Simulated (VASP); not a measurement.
# Ta3N2 (P-6m2) in VASP: notebook, part 3 of 3

VASP 6.6.1.

**4. Single point, PBE**

Input file INCAR:

```
ALGO     = Normal         # electronic algorithm
EDIFF    = 1E-6           # SCF threshold, eV
ENCUT    = 520            # plane-wave cutoff, eV
GGA      = PE             # functional
ISIF     = 2              # what is computed and relaxed
ISMEAR   = 0              # smearing method
LASPH    = T              # aspherical terms in the spheres
LCHARG   = F              # write CHGCAR
LREAL    = F              # projectors in reciprocal space
LWAVE    = F              # write WAVECAR
NBANDS   = 30             # bands
NELM     = 80             # most SCF steps
PREC     = Accurate       # precision mode
SIGMA    = 0.1            # smearing width, eV
```

Input file KPOINTS:

```
k-points
0
Gamma
  12 12 6
```

Input file POSCAR:

```
Ta3N2
1.0
    2.9436098300      0.0000000000      0.0000000000
   -1.4718049150      2.5492408916      0.0000000000
    0.0000000000      0.0000000000      8.5906342609
Ta N
3 2
Direct
    0.0000000000      0.0000000000      0.3374666271
    0.0000000000      0.0000000000      0.6625333729
    0.0000000000      0.0000000000      0.0000000000
    0.6666666667      0.3333333333      0.8346248809
    0.6666666667      0.3333333333      0.1653751191
```

Potentials or basis: VASP PAW PBE potentials, release 64 (Ta_pv, N).

Run with:

```
> cat potpaw_PBE.64/Ta_pv/POTCAR potpaw_PBE.64/N/POTCAR > POTCAR
> mpirun -np 1 vasp_std > vasp.out
```

OUTCAR:

```text
EDIFF = 1E-6
   ENCUT = 520
   GGA = PE
   ISIF = 2
   ISMEAR = 0
   LASPH = T
   LREAL = F
   NELM = 80
   PREC = Accurate

 ion  position               nearest neighbor table
   1  0.000  0.000  0.337-   5 2.25   5 2.25   5 2.25   2 2.79   3 2.90
   2  0.000  0.000  0.663-   4 2.25   4 2.25   4 2.25   1 2.79   3 2.90
   3  0.000  0.000  0.000-   4 2.22   5 2.22   4 2.22   5 2.22   4 2.22   5 2.22   1 2.90   2 2.90

[... 999 lines left out ...]
  --------------------------------------------------------------------------------------
  -------------------------------------------------------------------------------------
  Total        0.1741650      0.1741650      0.2091335      0.0000000      0.0000000      0.0000000
  in kB        4.3286774      4.3286774      5.1977786      0.0000000      0.0000000      0.0000000
  external PRESSURE =       4.6183778 kB  Pullay stress =       0.0000000 kB

 VOLUME and BASIS-vectors are now :
 -----------------------------------------------------------------------------
  energy-cutoff  :      520.00
  volume of cell :       64.46
      direct lattice vectors                 reciprocal lattice vectors
     2.943609830  0.000000000  0.000000000     0.339718936  0.196136819  0.000000000
    -1.471804915  2.549240892  0.000000000     0.000000000  0.392273639  0.000000000
     0.000000000  0.000000000  8.590634261     0.000000000  0.000000000  0.116405840

 POSITION                                       TOTAL-FORCE (eV/Angst)
 -----------------------------------------------------------------------------------
      0.00000      0.00000      2.89905         0.000000     -0.000000      0.030806
      0.00000      0.00000      5.69158         0.000000     -0.000000     -0.030806
      0.00000      0.00000      0.00000        -0.000000      0.000000      0.000000
      1.47180      0.84975      7.16996         0.000000      0.000000     -0.012929
      1.47180      0.84975      1.42068         0.000000      0.000000      0.012929
 -----------------------------------------------------------------------------------
    total drift:                               -0.000000      0.000000      0.000000

  FREE ENERGIE OF THE ION-ELECTRON SYSTEM (eV)
  ---------------------------------------------------
  free  energy   TOTEN  =       -55.1014383234 eV

  energy  without entropy=      -55.0866235678  energy(sigma->0) =      -55.09403095
```

OSZICAR:

```text
N       E                     dE             d eps       ncg     rms          rms(c)
DAV:   1     0.398651133955E+03    0.39865E+03   -0.23235E+04  4560   0.148E+03
DAV:   2    -0.369227591108E+02   -0.43557E+03   -0.42206E+03  5120   0.440E+02
DAV:   3    -0.604244393096E+02   -0.23502E+02   -0.23109E+02  5590   0.961E+01
DAV:   4    -0.608935980818E+02   -0.46916E+00   -0.46494E+00  5936   0.130E+01
DAV:   5    -0.608995915333E+02   -0.59935E-02   -0.59903E-02  5638   0.132E+00    0.335E+01
DAV:   6    -0.554514765371E+02    0.54481E+01   -0.29694E+01  5962   0.285E+01    0.153E+01
DAV:   7    -0.551644731985E+02    0.28700E+00   -0.27233E+00  5742   0.103E+01    0.781E+00
DAV:   8    -0.551313226214E+02    0.33151E-01   -0.72735E-01  6032   0.540E+00    0.110E+00
DAV:   9    -0.551032963592E+02    0.28026E-01   -0.14052E-01  5934   0.294E+00    0.424E-01
DAV:  10    -0.551018514097E+02    0.14449E-02   -0.25928E-02  5854   0.843E-01    0.219E-01
DAV:  11    -0.551015155724E+02    0.33584E-03   -0.52636E-03  5920   0.425E-01    0.644E-02
DAV:  12    -0.551014363969E+02    0.79175E-04   -0.51728E-04  5796   0.137E-01    0.151E-02
DAV:  13    -0.551014384252E+02   -0.20283E-05   -0.34282E-05  5518   0.356E-02    0.723E-03
DAV:  14    -0.551014383234E+02    0.10176E-06   -0.22954E-06  4432   0.917E-03
   1 F= -.55101438E+02 E0= -.55094031E+02  d E =-.148148E-01
```

Wall time 55 s (1 thread of Intel Xeon 6975P-C (Granite Rapids), shared host); peak memory 0.26 GiB.

Results:

```yaml
Free_energy: -55.1014 eV
Pressure: 0.5 GPa
Largest_force: 0.031 eV/Å
```

Forces in eV/Å, atoms in the order of the input:
```
Ta   0.000  0.000  0.031
Ta   0.000  0.000 -0.031
Ta   0.000  0.000  0.000
N    0.000  0.000 -0.013
N    0.000  0.000  0.013
```

Caveat: spin-orbit coupling is left out, which moves the levels of the heavy elements.

**5. Single point, PBE, collinear spin, ferromagnetic start**

Input file INCAR:

```
SYSTEM = Ta3N2
ALGO = Normal ; EDIFF = 1E-6
ENCUT = 520 ; GGA = PE
ISIF = 2 ; ISMEAR = 0
ISPIN = 2 ; LASPH = .True.
LCHARG = .True. ; LELF = .True.
LMAXMIX = 4 ; LORBIT = 11
LREAL = .False. ; LVHAR = .True.
LWAVE = .False. ; MAGMOM = 1 1 1 0 0
NBANDS = 34 ; NELM = 150
PREC = Accurate ; SIGMA = 0.1
```

Input file KPOINTS:

```
k-points
0
Gamma
  6 6 2
  0 0 0
```

Input file POSCAR:

```
Ta3N2
1.0
    2.9404600573      0.0000000000      0.0000000000
   -1.4702300287      2.5465131085      0.0000000000
    0.0000000000      0.0000000000      8.6147388230
Ta N
3 2
Direct
    0.0000000000      0.0000000000      0.3372365857
    0.0000000000      0.0000000000      0.6627634143
    0.0000000000      0.0000000000      0.0000000000
    0.6666666667      0.3333333333      0.8350342015
    0.6666666667      0.3333333333      0.1649657985
```

Run with:

```
> cat potpaw_PBE.64/Ta_pv/POTCAR potpaw_PBE.64/N/POTCAR > POTCAR
> mpirun -np 1 vasp_std > vasp.out
```

It took 41 s on 1 thread of Intel Xeon 6975P-C (Granite Rapids), shared host; peak memory 0.23 GiB.

It converged, with:

```yaml
Free_energy: -55.1563 eV
Pressure: 0.1 GPa
Largest_force: 0.095 eV/Å
Net_moment: 0.00 μB per cell
Valence_electrons_inside_the_program's_atomic_spheres: Ta 8.88, 8.99; N 3.73
```

Forces in eV/Å, atoms in the order of the input:
```
Ta   0.000  0.000  0.095
Ta   0.000  0.000 -0.095
Ta   0.000  0.000  0.000
N    0.000  0.000  0.074
N    0.000  0.000 -0.074
```

Stress tensor (GPa, compression positive):
```
 0.95  0.00  0.00
 0.00  0.95  0.00
 0.00  0.00 -1.60
```

Levels at points of the mesh, in eV from the Fermi level:
Spin up:
```tsv
k point	band 18	band 19	band 20	band 21	band 22	band 23	band 24	band 25
(0.00, 0.00, 0.00)	-3.65	-3.09	-0.74	0.03	0.03	0.69	0.69	1.20
(0.50, 0.00, 0.00)	-3.45	-2.45	-1.99	-1.13	0.36	2.62	2.72	3.48
(0.00, 0.00, 0.50)	-3.70	-3.00	-1.28	0.27	0.27	0.36	0.36	1.06
(0.50, 0.00, 0.50)	-2.94	-2.93	-1.67	-0.99	-0.51	2.02	2.61	4.20
```
Spin down:
```tsv
k point	band 19	band 20	band 21	band 22	band 23	band 24
(0.00, 0.00, 0.00)	-3.08	-0.74	0.03	0.03	0.69	0.69
(0.50, 0.00, 0.00)	-2.45	-1.99	-1.13	0.36	2.62	2.72
(0.00, 0.00, 0.50)	-3.00	-1.28	0.27	0.27	0.36	0.36
(0.50, 0.00, 0.50)	-2.93	-1.67	-0.99	-0.51	2.02	2.61
```

Caveat: the k points lie up to 0.41 Å⁻¹ apart; spin-orbit coupling is left out, which moves the levels of the heavy elements.

**6. Relaxation of cell and atoms, PBE**

This run uses another cell than the first one, of 14.84 Å³/atom, 1.150 times its volume.

Input file INCAR:

```
ALGO = Normal
EDIFF = 1E-6
EDIFFG = -0.04
ENCUT = 600
GGA = PE
IBRION = 2
ISIF = 3
ISMEAR = 0
LASPH = True
LCHARG = False
LREAL = False
LWAVE = False
NELM = 80
NSW = 90
PREC = Accurate
SIGMA = 0.1
```

Input file KPOINTS:

```
k-points
0
Gamma
  6 6 4
```

Input file POSCAR:

```
Ta3N2
1.0
    3.4026102000      0.0000000000      0.0000000000
   -1.7013051000      2.9467468700      0.0000000000
    0.0000000000      0.0000000000      7.3990934200
Ta N
3 2
Direct
    0.0000000000      0.0000000000      0.2613978700
    0.0000000000      0.0000000000      0.7386021300
    0.0000000000      0.0000000000      0.0000000000
    0.6666666700      0.3333333300      0.9005138000
    0.6666666700      0.3333333300      0.0994862000
```

Potentials or basis: VASP PAW PBE potentials, release 64 (Ta_pv, N).

Run with:

```
> cat potpaw_PBE.64/Ta_pv/POTCAR potpaw_PBE.64/N/POTCAR > POTCAR
> mpirun -np 1 vasp_std > vasp.out
```

It took 6.6 min on 1 thread of Intel Xeon 6975P-C (Granite Rapids), shared host; peak memory 0.25 GiB.

Results (log left out):

```yaml
Free_energy: -55.1229 eV
Relaxed_volume: 12.91 Å³/atom
Relaxed_cell: a = 2.942 Å, b = 2.942 Å, c = 8.613 Å, α = 90.00°, β = 90.00°, γ = 120.00°
Space_group_after_relaxing_to_0.05_Å: P-6m2 (No. 187)
Energy_gained_by_relaxing: 4121.8 meV/atom
Ionic_steps: 21
Pressure_after_relaxing: 0.1 GPa
Largest_force_after_relaxing: 0.037 eV/Å
```

Forces in eV/Å, atoms in the order of the input:
```
Ta   0.000  0.000 -0.023
Ta   0.000  0.000  0.023
Ta   0.000  0.000  0.000
N    0.000  0.000 -0.037
N    0.000  0.000  0.037
```

Stress tensor (GPa, compression positive):
```
0.03 0.00 0.00
0.00 0.03 0.00
0.00 0.00 0.33
```

Step by step:
```csv
step,energy change (eV),largest force (eV/Å),pressure (GPa),volume (Å³)
1,0.0000,22.9458,78.77,74.19
2,1.5921,5.0132,-28.17,164.29
3,-3.4836,4.5762,-32.73,141.97
4,-6.8900,3.3717,-35.65,127.11
5,-12.7688,1.4610,-35.48,99.52
6,-13.8644,5.1996,-21.97,86.58
7,-13.9063,4.2425,-27.07,89.59
8,-13.9213,4.5566,-25.63,88.65
9,-18.9579,3.5799,7.61,65.34
10,-19.1835,3.5377,-2.69,68.29
11,-20.4347,1.6664,5.14,63.91
12,-20.4958,0.8173,10.35,62.73
13,-20.4469,0.5836,-11.80,68.02
14,-20.5939,0.4449,-0.54,64.99
15,-20.5939,0.4459,-0.35,64.95
16,-20.6027,0.1300,-0.54,64.80
17,-20.6028,0.1343,-0.56,64.79
18,-20.6066,0.1098,0.86,64.41
19,-20.6068,0.1040,1.19,64.32
20,-20.6091,0.0476,0.29,64.51
21,-20.6091,0.0375,0.13,64.54
```

Final structure:
```
Ta N
1.0
     2.94156    0.00000    0.00000
    -1.47078    2.54746    0.00000
     0.00000    0.00000    8.61336
Ta N
3 2
Direct
  0.00000 0.00000 0.33741
  0.00000 0.00000 0.66259
  0.00000 0.00000 0.00000
  0.66667 0.33333 0.83519
  0.66667 0.33333 0.16481
```

Levels at points of the mesh, in eV from the Fermi level:
```csv
k point,band 18,band 19,band 20,band 21,band 22,band 23,band 24,band 25
"(0.00, 0.00, 0.00)",-3.65,-3.10,-0.76,0.03,0.03,0.68,0.68,1.20
"(0.50, 0.00, 0.00)",-3.46,-2.47,-2.00,-1.14,0.35,2.58,2.72,3.47
"(0.00, 0.00, 0.50)",-3.70,-3.01,-1.30,0.26,0.26,0.34,0.34,1.06
"(0.50, 0.00, 0.50)",-2.95,-2.93,-1.69,-1.00,-0.54,2.00,2.61,4.33
```

Caveat: spin-orbit coupling is left out, which moves the levels of the heavy elements.

**7. Summary**

| task | spin | cell | k mesh | cutoff (eV) | gap on the mesh (eV) | pressure (GPa) | largest force (eV/Å) |
| --- | --- | --- | --- | --- | --- | --- | --- |
| single point | off | a = 2.940, b = 2.940, c = 8.615 Å, angles 90.0, 90.0, 120.0°, 5 atoms | 6 × 6 × 4 | 520 | none | 0.4 | 0.02 |
| single point | off | a = 3.403, b = 3.403, c = 7.399 Å, angles 90.0, 90.0, 120.0°, 5 atoms | 6 × 6 × 4 | 520 | none | 78.8 | 22.95 |
| single point | off | a = 2.944, b = 2.944, c = 8.591 Å, angles 90.0, 90.0, 120.0°, 5 atoms | 12 × 12 × 6 | 520 | none | 0.5 | 0.03 |
| single point | collinear, ferromagnetic start | a = 2.940, b = 2.940, c = 8.615 Å, angles 90.0, 90.0, 120.0°, 5 atoms | 6 × 6 × 2 | 520 | none | 0.1 | 0.10 |
| relaxation of cell and atoms | off | relaxed from a = 3.403, b = 3.403, c = 7.399 Å, angles 90.0, 90.0, 120.0°, 5 atoms | 6 × 6 × 4 | 600 | none | 0.1 | 0.04 |

Alike in all rows: level PBE; potentials or basis VASP PAW PBE potentials, release 64 (Ta_pv, N); smearing gaussian 0.1 eV.

Caveats: some runs use coarse meshes; spin-orbit coupling is left out, which moves the levels of the heavy elements; forces of over 1 eV/Å act on the atoms, so gaps and moduli don't describe the material at rest (some runs).

Absolute energies hang on the potentials; compare differences alone.
